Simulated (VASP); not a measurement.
# MgO in VASP: single point with PBE+D3(BJ)

Aim: the single point of MgO with PBE+D3(BJ).

Everything below comes from runs of VASP 6.6.1. Logs are shortened: lines on timing, memory, paths and dates and some standing lists are left out, and cuts for length are marked.

## Step 1: The cell of the first run

The cell holds a slab with vacuum, 24 atoms: a = 5.951 Å, b = 5.951 Å, c = 26.059 Å, α = 90.00°, β = 90.00°, γ = 120.00°.

## Step 2: Single point, PBE+D3(BJ)

The input, INCAR:

```
SYSTEM = MgO
ALGO = Normal
DIPOL = 0.5 0.5 0.423
EDIFF = 1E-6
ENCUT = 520
GGA = PE
IDIPOL = 3
ISIF = 2
ISMEAR = 0
IVDW = 12
LASPH = .TRUE.
LCHARG = .FALSE.
LDIPOL = .TRUE.
LREAL = Auto
LWAVE = .FALSE.
NBANDS = 66
NELM = 100
PREC = Accurate
SIGMA = 0.05
```

The input, KPOINTS:

```
k-points
0
G
  3 3 1
  0 0 0
```

The input, POSCAR:

```
MgO
1.0
    5.9506164682      0.0000000000      0.0000000000
   -2.9753082341      5.1533850297      0.0000000000
    0.0000000000      0.0000000000     26.0594225009
O Mg
12 12
Direct
    0.1666666667      0.3333333333      0.3069906864
    0.1666666667      0.8333333333      0.3069906864
    0.6666666667      0.3333333333      0.3069906864
    0.6666666667      0.8333333333      0.3069906864
    0.5000000000      0.5000000000      0.4002133586
    0.5000000000      0.0000000000      0.4002133586
    0.0000000000      0.5000000000      0.4002133586
    0.0000000000      0.0000000000      0.4002133586
    0.8328578348      0.6664171378      0.4896948680
    0.8368151676      0.1684189117      0.4964510528
    0.3319964505      0.6633294163      0.4968105263
    0.3320140485      0.1686780717      0.4968049372
    0.3333333333      0.1666666667      0.3536020225
    0.3333333333      0.6666666667      0.3536020225
    0.8333333333      0.1666666667      0.3536020225
    0.8333333333      0.6666666667      0.3536020225
    0.6655827391      0.3308167090      0.4439263880
    0.6655865009      0.8347666887      0.4439260759
    0.1665376109      0.3332676740      0.4441823919
    0.1689038784      0.8344529807      0.4439018057
   -0.0081751171      0.5076580267      0.5347342357
   -0.0081641063     -0.0158274012      0.5347344261
    0.5164089656      0.5082000027      0.5346880034
    0.4969537649     -0.0015562901      0.5506576122
```

Potentials or basis: VASP PAW PBE potentials, release 64 (O, Mg).

The run is started by

```
$ cat potpaw_PBE.64/O/POTCAR potpaw_PBE.64/Mg/POTCAR > POTCAR
$ mpirun -np 1 vasp_std > vasp.out
```

OUTCAR:

```text
SYSTEM = MgO
   EDIFF = 1E-6
   ENCUT = 520
   GGA = PE
   ISIF = 2
   ISMEAR = 0
   IVDW = 12
   LASPH = .TRUE.
   LREAL = Auto
   NELM = 100
   PREC = Accurate
 IVDW          = 12

 ion  position               nearest neighbor table
   1  0.167  0.333  0.307-  13 2.10  15 2.10  14 2.10
   2  0.167  0.833  0.307-  14 2.10  16 2.10  13 2.10
   3  0.667  0.333  0.307-  15 2.10  13 2.10  16 2.10
   4  0.667  0.833  0.307-  16 2.10  14 2.10  15 2.10
   5  0.500  0.500  0.400-  19 2.07  18 2.07  17 2.07  16 2.10  13 2.10  14 2.10
   6  0.500  0.000  0.400-  17 2.05  18 2.05  20 2.05  15 2.10  14 2.10  13 2.10
   7  0.000  0.500  0.400-  19 2.06  20 2.07  17 2.07  14 2.10  15 2.10  16 2.10
   8  0.000  0.000  0.400-  19 2.06  20 2.07  18 2.07  13 2.10  16 2.10  15 2.10
   9  0.833  0.666  0.490-  23 2.01  21 2.01  22 2.01  17 2.10  18 2.10  20 2.10
  10  0.837  0.168  0.496-  21 2.01  22 2.01  19 2.18  17 2.20  18 2.20  24 2.25
  11  0.332  0.663  0.497-  23 2.01  21 2.01  19 2.18  18 2.20  20 2.21  24 2.23
  12  0.332  0.169  0.497-  23 2.01  22 2.01  19 2.18  17 2.20  20 2.21  24 2.23
  13  0.333  0.167  0.354-   1 2.10   8 2.10   5 2.10   6 2.10   3 2.10   2 2.10  20 2.91  17 2.91
                            19 2.92  15 2.98  15 2.98  14 2.98  14 2.98  16 2.98  16 2.98
  14  0.333  0.667  0.354-   2 2.10   7 2.10   6 2.10   4 2.10   5 2.10   1 2.10  20 2.91  18 2.91
                            19 2.92  16 2.98  16 2.98  15 2.98  13 2.98  13 2.98  15 2.98
  15  0.833  0.167  0.354-   3 2.10   6 2.10   7 2.10   1 2.10   8 2.10   4 2.10  18 2.91  17 2.91
                            19 2.92  13 2.98  13 2.98  14 2.98  16 2.98  16 2.98  14 2.98
  16  0.833  0.667  0.354-   4 2.10   5 2.10   8 2.10   7 2.10   2 2.10   3 2.10  20 2.92  18 2.92
                            17 2.92  14 2.98  14 2.98  13 2.98  15 2.98  15 2.98  13 2.98
  17  0.666  0.331  0.444-   6 2.05   7 2.07   5 2.07   9 2.10  10 2.20  12 2.20  21 2.90  23 2.90
                            15 2.91  13 2.91  16 2.92  18 2.95  20 2.95  19 2.97  19 2.98  20 3.00
  18  0.666  0.835  0.444-   6 2.05   8 2.07   5 2.07   9 2.10  10 2.20  11 2.20  22 2.90  23 2.90
                            15 2.91  14 2.91  16 2.92  17 2.95  20 2.95  19 2.97  19 2.98  20 3.00
  19  0.167  0.333  0.444-   8 2.06   7 2.06   5 2.07  10 2.18  12 2.18  11 2.18  15 2.92  13 2.92
                            14 2.92  22 2.97  21 2.97  23 2.97  18 2.97  17 2.97  20 2.98  20 2.98
  20  0.169  0.834  0.444-   6 2.05   8 2.07   7 2.07   9 2.10  12 2.21  11 2.21  22 2.91  21 2.91
                            13 2.91  14 2.91  16 2.92  17 2.95  18 2.95  19 2.98  19 2.98  18 3.00
  21  0.992  0.508  0.535-  11 2.01   9 2.01  10 2.01  23 2.83  22 2.84  17 2.90  20 2.91  19 2.97
                            24 2.99  24 3.02  22 3.12  23 3.12
  22  0.992  0.984  0.535-  12 2.01   9 2.01  10 2.01  23 2.83  21 2.84  18 2.90  20 2.91  19 2.97
                            24 2.99  24 3.02  21 3.12  23 3.12
  23  0.516  0.508  0.535-   9 2.01  12 2.01  11 2.01  21 2.83  22 2.83  17 2.90  18 2.90  19 2.97
                            24 3.01  24 3.01  22 3.12  21 3.12
  24  0.497  0.998  0.551-  11 2.23  12 2.23  10 2.25  21 2.99  22 2.99  23 3.01  23 3.01  22 3.02
                            21 3.02  20 3.26  18 3.27  17 3.27

  LATTYP: Found a hexagonal cell.
 ALAT       =     5.9506164682
 C/A-ratio  =     4.3792811451

  Lattice vectors:

 A1 = (   5.9506164682,   0.0000000000,   0.0000000000)
 A2 = (  -2.9753082341,   5.1533850297,   0.0000000000)
 A3 = (   0.0000000000,   0.0000000000,  26.0594225009)

Analysis of symmetry for initial positions (statically):
=====================================================================
 Subroutine PRICEL returns:
 Original cell was already a primitive cell.

 Routine SETGRP: Setting up the symmetry group for a
 hexagonal supercell.

 Subroutine GETGRP returns: Found  1 space group operations
 (whereof  1 operations were pure point group operations)
 out of a pool of 24 trial point group operations.

The static configuration has the point symmetry C_1 .

Analysis of symmetry for dynamics (positions and initial velocities):
=====================================================================
 Subroutine PRICEL returns:
 Original cell was already a primitive cell.

 Routine SETGRP: Setting up the symmetry group for a
 hexagonal supercell.

 Subroutine GETGRP returns: Found  1 space group operations
 (whereof  1 operations were pure point group operations)
 out of a pool of 24 trial point group operations.

The dynamic configuration has the point symmetry C_1 .

 Subroutine INISYM returns: Found  1 space group operations
 (whereof  1 operations are pure point group operations),
 and found     1 'primitive' translations

----------------------------------------------------------------------------------------

                                     Primitive cell

  volume of cell :     799.1335

  direct lattice vectors                    reciprocal lattice vectors
     5.950616468  0.000000000  0.000000000     0.168049816  0.097023606  0.000000000
    -2.975308234  5.153385030  0.000000000     0.000000000  0.194047213  0.000000000
     0.000000000  0.000000000 26.059422501     0.000000000  0.000000000  0.038373836

  length of vectors
     5.950616468  5.950616468 26.059422501     0.194047213  0.194047213  0.038373836

  position of ions in fractional coordinates (direct lattice)
     0.166666667  0.333333333  0.306990686
     0.166666667  0.833333333  0.306990686
     0.666666667  0.333333333  0.306990686
     0.666666667  0.833333333  0.306990686
     0.500000000  0.500000000  0.400213359
     0.500000000  0.000000000  0.400213359
[... 16 lines left out ...]
     0.516408966  0.508200003  0.534688003
     0.496953765  0.998443710  0.550657612

  ion indices of the primitive-cell ions
   primitive index   ion index
                 1           1
                 2           2
                 3           3
                 4           4
                 5           5
                 6           6
[... 16 lines left out ...]
                23          23
                24          24

----------------------------------------------------------------------------------------

 KPOINTS: k-points

Automatic generation of k-mesh.
 Grid dimensions read from file:
 generate k-points for:    3    3    1

 Generating k-lattice:

  Cartesian coordinates                     Fractional coordinates (reciprocal lattice)
     0.056016605  0.032341202  0.000000000     0.333333333  0.000000000  0.000000000
     0.000000000  0.064682404  0.000000000     0.000000000  0.333333333  0.000000000
     0.000000000  0.000000000  0.038373836     0.000000000  0.000000000  1.000000000

  Length of vectors
     0.064682404  0.064682404  0.038373836

  Shift w.r.t. Gamma in fractional coordinates (k-lattice)
     0.000000000  0.000000000  0.000000000

 Subroutine IBZKPT returns following result:
 ===========================================

 Found      5 irreducible k-points:

 Following reciprocal coordinates:
            Coordinates               Weight
  0.000000  0.000000  0.000000      1.000000
  0.333333  0.000000  0.000000      2.000000
  0.000000  0.333333  0.000000      2.000000
 -0.333333  0.333333  0.000000      2.000000
  0.333333  0.333333  0.000000      2.000000
   k-points           NKPTS =      5   k-points in BZ     NKDIM =      5   number of bands    NBANDS=     66
   number of dos      NEDOS =    301   number of ions     NIONS =     24
   total plane-waves  NPLWV = 451584
   dimension x,y,z NGX =    48 NGY =   48 NGZ =  196
   dimension x,y,z NGXF=    96 NGYF=   96 NGZF=  392
   ions per type =              12  12
   NGX,Y,Z   is equivalent  to a cutoff of  13.41, 13.41, 12.50 a.u.
   NGXF,Y,Z  is equivalent  to a cutoff of  26.82, 26.82, 25.01 a.u.
 SYSTEM =  MgO
   PREC   = accura    normal or accurate (medium, high low for compatibility)
   ISTART =      0    job   : 0-new  1-cont  2-samecut
   ICHARG =      2    charge: 1-file 2-atom 10-const
   ISPIN  =      1    spin polarized calculation?
   LNONCOLLINEAR =      F non collinear calculations
   LSORBIT =      F    spin-orbit coupling
   LASPH  =      T    aspherical Exc in radial PAW
   ENCUT  =  520.0 eV  38.22 Ry    6.18 a.u.  11.06 11.06 48.45*2*pi/ulx,y,z
   NELM   =    100;   NELMIN=  2; NELMDL= -5     # of ELM steps
   EDIFF  = 0.1E-05   stopping-criterion for ELM
   LREAL  =      T    real-space projection
   EDIFFG = 0.1E-04   stopping-criterion for IOM
   NSW    =      0    number of steps for IOM
   IBRION =     -1    ionic relax: 0-MD 1-quasi-New 2-CG
   NFREE  =      0    steps in history (QN), initial steepest desc. (CG)
   ISIF   =      2    stress and relaxation
   ISYM   =      2    0-nonsym 1-usesym 2-fastsym
   POTIM  = 0.5000    time-step for ionic-motion
   TEBEG  =    0.0;   TEEND  =   0.0 temperature during run
   PSTRESS=    0.0 pullay stress
   NELECT =      96.0000    total number of electrons
   NUPDOWN=      -1.0000    fix difference up-down
   EMIN   =  10.00;   EMAX   =-10.00  energy-range for DOS
   EFERMI =   0.00;   METHOD = LEGACY
   ISMEAR =     0;   SIGMA  =   0.05  broadening in eV -4-tet -1-fermi 0-gaus
   EFERMI_NEDOS =   21; number of points for ismear=-14 and -15
   IALGO  =     38    algorithm
   IMIX   =      4    mixing-type and parameters
     AMIX     =   0.40;   BMIX     =  1.00
     AMIX_MAG =   1.60;   BMIX_MAG =  1.00
  volume/ion in A,a.u.               =      33.30       224.70
  Fermi-wavevector in a.u.,A,eV,Ry     =   0.807778  1.526479  8.877878  0.652506
  Thomas-Fermi vector in A             =   1.916461
   LORBIT       =      0    0 simple, 1 ext, 2 COOP (PROOUT), +10 PAW based schemes
   GGA     = PE    functional components
   LHFCALC =     F    Hartree Fock is set to
   AEXX    =    0.0000 exact exchange contribution
   IVDW    =    12    specifies the selected vdW correction
   LEPSILON=     F    determine dielectric tensor
   LRPA    =     F    only Hartree local field effects (RPA)
 non-spin polarized calculation
 Gauss-broadening in eV      SIGMA  =   0.05
  energy-cutoff  :      520.00
  volume of cell :      799.13
 maximum number of plane-waves:     21517
 NGX is ok and might be reduce to    48
   NGX = 23   NGY = 23   NGZ = 97

 dipolmoment           0.000000      0.000000      0.240509 electrons x Angstroem

 number of electron      96.0000014 magnetization

 dipolmoment           0.000000      0.000000     -0.938026 electrons x Angstroem

 Free energy of the ion-electron system (eV)
  ---------------------------------------------------
  ext. energy  EPLUGINS =         0.00000000
  ---------------------------------------------------
  free energy    TOTEN  =      -120.78174169 eV

  energy without entropy =     -120.74470871  energy(sigma->0) =     -120.76322520

 E-fermi :  -3.7452     XC(G=0):  -3.9318

 val. band max:       -3.7684156953   @ k =   0.3333   0.3333   0.0000
 cond. band min:      -3.7361294496   @ k =   0.3333   0.0000   0.0000
 fundamental gap:      0.0322862457
 Fermi energy:        -3.7451840692

 k-point     1 :       0.0000    0.0000    0.0000
  band No.  band energies     occupation
      1     -23.7901      2.00000
      2     -23.0140      2.00000
      3     -22.6537      2.00000
      4     -22.6397      2.00000
      5     -22.4088      2.00000
      6     -21.7090      2.00000
[... 304 lines left out ...]
     59       2.3017      0.00000
     60       2.3369      0.00000
 [bands above 60 left out]

------------------------ aborting loop because EDIFF is reached ----------------------------------------

 vacuum level on the upper side and lower side of the slab       (xc-potential included)        -2.758         2.623

 Edisp (eV)   -4.99389

 E8    (eV) :    -2.0385

  FORCE on cell =-STRESS in cart. coord.  units (eV):
  Direction    XX          YY          ZZ          XY          YZ          ZX
  --------------------------------------------------------------------------------------
  -------------------------------------------------------------------------------------
  Total       2.88668     2.82235     0.99742     0.05446     0.01342     0.02193
  in kB       5.78749     5.65851     1.99971     0.10919     0.02692     0.04397
  external pressure =        4.48 kB  Pullay stress =        0.00 kB

 VOLUME and BASIS-vectors are now :
 -----------------------------------------------------------------------------
  energy-cutoff  :      520.00
  volume of cell :      799.13
      direct lattice vectors                 reciprocal lattice vectors
     5.950616468  0.000000000  0.000000000     0.168049816  0.097023606  0.000000000
    -2.975308234  5.153385030  0.000000000     0.000000000  0.194047213  0.000000000
     0.000000000  0.000000000 26.059422501     0.000000000  0.000000000  0.038373836

 POSITION                                       TOTAL-FORCE (eV/Angst)
 -----------------------------------------------------------------------------------
      0.00000      1.71780      8.00000        -0.000533     -0.000325      1.215838
     -1.48765      4.29449      8.00000         0.009557      0.005530      1.249646
      2.97531      1.71780      8.00000         0.000486     -0.011493      1.249956
      1.48765      4.29449      8.00000        -0.009693      0.006170      1.249958
      1.48765      2.57669     10.42933        -0.109424     -0.063006      1.461486
      2.97531      0.00000     10.42933        -0.008392     -0.005033      1.522846
[... 16 lines left out ...]
      1.56090      2.61895     13.93366        -0.659788     -0.381204      0.580408
     -0.01350      5.14536     14.34982         0.053168      0.031641     -0.742636
 -----------------------------------------------------------------------------------
    total drift:                                0.002730      0.001670     -0.009106

  FREE ENERGIE OF THE ION-ELECTRON SYSTEM (eV)
  ---------------------------------------------------
  free  energy   TOTEN  =      -125.7756335780 eV

  energy  without entropy=     -125.7386006039  energy(sigma->0) =     -125.75711709

 vacuum level on the upper side and lower side of the slab         0.788         6.303
```

Run time: 15 min. Hardware: 1 thread of Intel Xeon Platinum 8488C (Sapphire Rapids), shared host; peak memory 0.93 GiB.

Results:

```yaml
Free_energy: -125.7756 eV
Largest_force: 2.558 eV/Å
Band_gap_on_the_k_mesh: zero (bands 48 and 49 overlap by 0.49 eV)
Dispersion_energy_per_atom: -0.208 eV
```

Forces on the atoms (eV/Å):
```
O   -0.001  0.000  1.216
O    0.010  0.006  1.250
O    0.000 -0.011  1.250
O   -0.010  0.006  1.250
O   -0.109 -0.063  1.461
O   -0.008 -0.005  1.523
O    0.110 -0.055  1.455
O    0.007  0.122  1.455
O    0.040  0.024  0.325
O   -0.302 -0.176 -0.100
O   -0.035  0.363 -0.153
O    0.296 -0.213 -0.152
Mg  -0.050  0.031 -2.554
Mg   0.002 -0.058 -2.554
Mg   0.050  0.029 -2.557
Mg  -0.002 -0.001 -2.482
Mg  -0.008 -0.169 -0.417
Mg  -0.150  0.077 -0.417
Mg   0.008  0.005 -0.326
Mg   0.150  0.086 -0.415
Mg   0.635 -0.395  0.553
Mg  -0.024  0.747  0.553
Mg  -0.660 -0.381  0.580
Mg   0.053  0.032 -0.743
```

Caveat: the k points lie up to 0.41 Å⁻¹ apart.
